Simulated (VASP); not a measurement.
Input of a VASP 6.6.1 run:

File INCAR:

```
PREC = Accurate
ENCUT = 520
EDIFF = 1E-6
ISMEAR = -1
SIGMA = 0.05
LREAL = Auto
LASPH = T
NELM = 80
ALGO = Normal
ISIF = 2
LWAVE = F
LCHARG = F
GGA = PS
ISYM = 0
NBANDS = 236
```

Contents of KPOINTS:

```
Automatic mesh
0
Gamma
  1 1 1
  0.25 0.25 0.25
```

Contents of POSCAR:

```
Mg9Zn7O16
1.0
    8.4762514658      0.0000000000      0.0000000000
    0.0000000000      8.4762514658      0.0000000000
    0.0000000000      0.0000000000      8.4762514658
O Mg Zn
32 18 14
Direct
    0.2499060000      0.9989850000      0.0003350000
    0.2525280000      0.0021730000      0.5008750000
    0.2522890000      0.4996320000      0.0000920000
    0.2499520000      0.4983830000      0.5001860000
    0.7500910000      0.0018000000      0.0004090000
    0.7478400000      0.0018230000      0.5006970000
    0.7478900000      0.4977890000      0.9996430000
    0.7496620000      0.4981610000      0.5000220000
    0.9999270000      0.2475810000      0.0001510000
    0.9999230000      0.2506530000      0.5001740000
    0.0020680000      0.7509250000      0.0010140000
    0.0003070000      0.7498520000      0.5004740000
    0.4998780000      0.2501800000      0.0002620000
    0.4997820000      0.2474620000      0.5000980000
    0.4974830000      0.7489670000      0.0032230000
    0.5000070000      0.7506850000      0.4988250000
    0.9998700000      0.0018950000      0.2483120000
    0.0000640000      0.0022240000      0.7529110000
    0.9996910000      0.4982360000      0.2497610000
    0.9998340000      0.4984040000      0.7501860000
    0.5002610000      0.9988010000      0.2506650000
    0.5004110000      0.0018960000      0.7506390000
    0.5000450000      0.4993040000      0.2478340000
    0.5001070000      0.4980670000      0.7519860000
    0.2494900000      0.2468270000      0.2504240000
    0.2495450000      0.2470790000      0.7498920000
    0.2521860000      0.7514450000      0.2488470000
    0.2500910000      0.7514810000      0.7524720000
    0.7501450000      0.2467710000      0.2504910000
    0.7501940000      0.2469110000      0.7496960000
    0.7484030000      0.7510590000      0.2507610000
    0.7505040000      0.7511060000      0.7505800000
    0.9997850000      0.9987070000      0.0004510000
    0.5000730000      0.9987710000      0.0004520000
    0.5000960000      0.9986360000      0.5007640000
    0.5004940000      0.5004410000      0.9996800000
    0.2496810000      0.2500780000      0.0002230000
    0.2497260000      0.2507570000      0.5003070000
    0.2492130000      0.7482420000      0.0003490000
    0.7502450000      0.2501690000      0.0001520000
    0.7501400000      0.2506070000      0.5002930000
    0.2494840000      0.9986670000      0.2510700000
    0.2495620000      0.9987140000      0.7498840000
    0.7506740000      0.9984740000      0.2509680000
    0.7505480000      0.9983310000      0.7500120000
    0.9999160000      0.2506830000      0.2504480000
    0.9999230000      0.2507550000      0.7500380000
    0.4999960000      0.2499490000      0.2505140000
    0.5000470000      0.2502380000      0.7499450000
    0.5003060000      0.7480840000      0.2514150000
    0.0000250000      0.0005270000      0.5005590000
    0.9997770000      0.4994510000      0.0001010000
    0.9999180000      0.5003360000      0.5001040000
    0.4999830000      0.4993570000      0.5003610000
    0.2500820000      0.7497480000      0.5004050000
    0.7498010000      0.7498090000      0.0007460000
    0.7501630000      0.7495860000      0.5005310000
    0.2501470000      0.4993630000      0.2500100000
    0.2500610000      0.4994260000      0.7502350000
    0.7498950000      0.4991800000      0.2500290000
    0.7500010000      0.4994300000      0.7500830000
    0.0002260000      0.7496680000      0.2505840000
    0.0001600000      0.7497720000      0.7505160000
    0.4999110000      0.7498940000      0.7508260000
```

Potentials or basis: VASP PAW PBE potentials, release 64 (O, Mg, Zn).

Launch:

```console
$ cat potpaw_PBE.64/O/POTCAR potpaw_PBE.64/Mg/POTCAR potpaw_PBE.64/Zn/POTCAR > POTCAR
$ mpirun -np 1 vasp_std > vasp.out
```

Task: What does it give for the band gap on the k mesh?

Result: 3.37 eV, direct.

Task: Predict the largest force.

Result: 0.090 eV/Å.

Task: Predict the pressure.

Result: 0.2 GPa.

Forces in eV/Å, atoms in the order of the input:
```
O    0.000 -0.003 -0.005
O    0.031  0.031 -0.014
O    0.042 -0.011 -0.005
O    0.011 -0.046  0.007
O   -0.007  0.043 -0.008
O   -0.051  0.050 -0.001
O   -0.034 -0.035  0.024
O    0.011 -0.039  0.019
O    0.007 -0.043  0.011
O    0.003 -0.003  0.002
O    0.033  0.035 -0.025
O   -0.003  0.001 -0.008
O    0.001 -0.003  0.003
O    0.010 -0.040  0.007
O   -0.056 -0.004  0.049
O   -0.001  0.050 -0.051
O    0.000  0.051 -0.052
O   -0.017  0.029  0.031
O    0.010 -0.041  0.015
O    0.008 -0.048  0.013
O    0.002 -0.001 -0.002
O   -0.012  0.038 -0.005
O    0.014  0.007 -0.035
O    0.001 -0.050  0.055
O    0.010 -0.038  0.013
O    0.006 -0.043  0.009
O    0.042  0.043 -0.068
O   -0.022  0.035  0.028
O    0.012 -0.037  0.014
O    0.014 -0.040  0.009
O   -0.053  0.050 -0.002
O   -0.017  0.044 -0.009
Mg   0.003  0.004 -0.001
Mg  -0.001  0.003  0.002
Mg   0.002  0.002 -0.002
Mg  -0.003 -0.004  0.002
Mg   0.001 -0.002 -0.001
Mg   0.001 -0.005 -0.004
Mg   0.005  0.004  0.003
Mg  -0.002 -0.004 -0.001
Mg  -0.001 -0.006 -0.003
Mg   0.001  0.003  0.000
Mg   0.003  0.003  0.003
Mg  -0.002  0.003  0.001
Mg   0.002  0.006  0.001
Mg  -0.001 -0.006 -0.002
Mg  -0.002 -0.005  0.000
Mg  -0.002 -0.003 -0.002
Mg  -0.001 -0.003  0.001
Mg   0.000  0.001 -0.003
Zn   0.001  0.005 -0.001
Zn   0.004 -0.003  0.000
Zn   0.000 -0.011  0.000
Zn  -0.003 -0.005 -0.004
Zn   0.004  0.010 -0.001
Zn  -0.003  0.006  0.000
Zn  -0.004  0.010 -0.003
Zn   0.003 -0.001 -0.004
Zn   0.001 -0.004  0.003
Zn  -0.003 -0.004 -0.005
Zn  -0.002 -0.006  0.001
Zn   0.003  0.008 -0.005
Zn   0.003  0.009  0.003
Zn   0.002  0.008  0.003
```

Caveat: the k points lie up to 0.74 Å⁻¹ apart; the PAW data sets were made with another functional, which shifts forces and pressure a little. A hybrid or GW would open this gap; PBEsol tends to underestimate it.
